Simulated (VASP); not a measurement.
Input of a VASP 6.6.1 run:

The input INCAR:

```
PREC     = Accurate       # precision mode
ENCUT    = 520            # plane-wave cutoff, eV
EDIFF    = 1E-7           # SCF threshold, eV
ISMEAR   = 0              # smearing method
SIGMA    = 0.05           # smearing width, eV
LREAL    = Auto         
LASPH    = T              # aspherical terms in the spheres
NELM     = 100            # most SCF steps
ALGO     = Normal         # electronic algorithm
ISIF     = 2              # what is computed and relaxed
LWAVE    = F              # write WAVECAR
LCHARG   = T              # write CHGCAR
GGA      = PE             # functional
LELF     = T              # ELF
LVHAR    = T            
NBANDS   = 55             # bands
```

KPOINTS

```
regular mesh
0
Gamma
  2 2 1
```

Contents of POSCAR:

```
HC18N
1.0
    7.3980000000      0.0000000000      0.0000000000
   -3.6990000000      6.4068560000      0.0000000000
    0.0000000000      0.0000000000     13.0000000000
C N H
18 1 1
Direct
    0.0094597921     -0.0058804650      0.0714615359
    0.2291814859      0.1041132956      0.0714194824
    0.0069633914      0.3250544230      0.0720287600
    0.2300604869      0.4357944977      0.0759981941
    0.0080234549      0.6625224355      0.0763514780
    0.2309892179      0.7730929057      0.0720420864
    0.3409998325     -0.0071007391      0.0717623235
    0.5644170587      0.1040175404      0.0714216453
    0.3365082943      0.3249053220      0.0790422785
    0.5601113745      0.4307131105      0.1024891549
    0.3433505952      0.6623438898      0.0760374735
    0.5606946669      0.7732357111      0.0791363338
    0.6741397213     -0.0059726786      0.0714863670
    0.8971734261      0.1052503239      0.0718111809
    0.6776933616      0.3242116632      0.0790849053
    0.8945672226      0.4356097710      0.0763181986
    0.6784793469      0.6674150269      0.1025849396
    0.9025496165      0.7739271594      0.0791724286
    0.6261692930      0.5489297864      0.2013861899
    0.4980372607      0.5489018209      0.2320424438
```

Potentials or basis: VASP PAW PBE potentials, release 64 (C, N, H).

Command:

```console
$ cat potpaw_PBE.64/C/POTCAR potpaw_PBE.64/N/POTCAR potpaw_PBE.64/H/POTCAR > POTCAR
$ mpirun -np 1 vasp_std > vasp.out
```

**Question.** Predict the band gap on the k mesh.

**Answer.** 0.24 eV.

**Question.** What does it give for the largest force?

**Answer.** 0.093 eV/Å.

Forces in eV/Å, atoms in the order of the input:
```
C   -0.005  0.002 -0.004
C    0.004 -0.004  0.002
C   -0.004 -0.003  0.002
C    0.005  0.011  0.001
C    0.003 -0.016  0.000
C   -0.006 -0.005  0.002
C    0.008  0.013 -0.002
C   -0.009  0.002 -0.004
C    0.015  0.006 -0.007
C    0.011 -0.061 -0.032
C   -0.007 -0.009 -0.002
C    0.008  0.000 -0.009
C    0.004  0.000 -0.001
C    0.004 -0.008 -0.003
C   -0.006  0.005 -0.011
C   -0.013  0.007  0.001
C    0.009  0.057 -0.040
C   -0.008  0.000 -0.007
N   -0.019  0.001  0.091
H    0.007  0.000  0.022
```

Caveat: the k points lie up to 0.49 Å⁻¹ apart.
